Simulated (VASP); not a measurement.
Input of a VASP 6.6.1 run:

Contents of INCAR:

```
SYSTEM = Pt
  ALGO = Normal
  EDIFF = 1E-6
  ENCUT = 500
  GGA = PS
  GGA_COMPAT = .FALSE.
  ISIF = 2
  ISMEAR = -1
  LASPH = .TRUE.
  LCHARG = .TRUE.
  LELF = .TRUE.
  LREAL = .FALSE.
  LVHAR = .TRUE.
  LWAVE = .FALSE.
  NBANDS = 11
  NELM = 120
  PREC = Accurate
  SIGMA = 0.1
```

The input KPOINTS:

```
k-points
0
G
  10 10 10
  0 0 0
```

File POSCAR:

```
Pt
1.0
    0.0000000000      1.9395119867      1.9395119867
    1.9395119867      0.0000000000      1.9395119867
    1.9395119867      1.9395119867      0.0000000000
Pt
1
Direct
    0.0000000000      0.0000000000      0.0000000000
```

Potentials or basis: VASP PAW PBE potentials, release 64 (Pt).

The run is started by

```sh
$ cat potpaw_PBE.64/Pt/POTCAR > POTCAR
$ mpirun -np 1 vasp_std > vasp.out
```

Problem. Estimate the band gap on the k mesh.

Solution. Zero (bands 5 and 6 overlap by 2.34 eV).

Problem. What does it give for the pressure?

Solution. 9.6 GPa.

Caveat: the cell stands under pressure; the PAW data sets were made with another functional, which shifts forces and pressure a little; spin-orbit coupling is left out, which moves the levels of the heavy elements.
